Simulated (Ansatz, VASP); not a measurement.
# One calculation of TiCdTe3, two programs

```
Cd Ti Te
1.0
     5.57465    0.00000    0.00000
     0.00000    5.57465    0.00000
     0.00000    0.00000    5.57465
Cd Ti Te
1 1 3
Direct
  0.00000 0.00000 0.00000
  0.50000 0.50000 0.50000
  0.50000 0.50000 0.00000
  0.50000 0.00000 0.50000
  0.00000 0.50000 0.50000
```

Alike in both runs: task single point; functional PBE; k mesh 4 × 4 × 4; occupations gaussian, width 0.05 eV; no spin polarisation.

|  | VASP | Ansatz |
| --- | --- | --- |
| version | VASP 6.6.1 | Ansatz 0.2.0 |
| potentials or method | VASP PAW PBE potentials, release 64 (Cd, Ti_sv, Te), cutoff 500 eV | scalar-relativistic, plane waves, PAW |
| valence electrons in the cell | 42 | 80 |

|  | VASP | Ansatz | Ansatz less VASP |
| --- | --- | --- | --- |
| gap on the k mesh at the Fermi level (eV) | none | none | - |
| pressure (GPa) | -3.3 | -3.3 | 0.00 |

A gap of «none» marks a metal or a gap that the smearing closes. VASP's potentials hold 42 valence electrons a cell and Ansatz's 80, so a difference there can come from the potentials and not from the codes.

Neither program's run includes spin-orbit coupling.
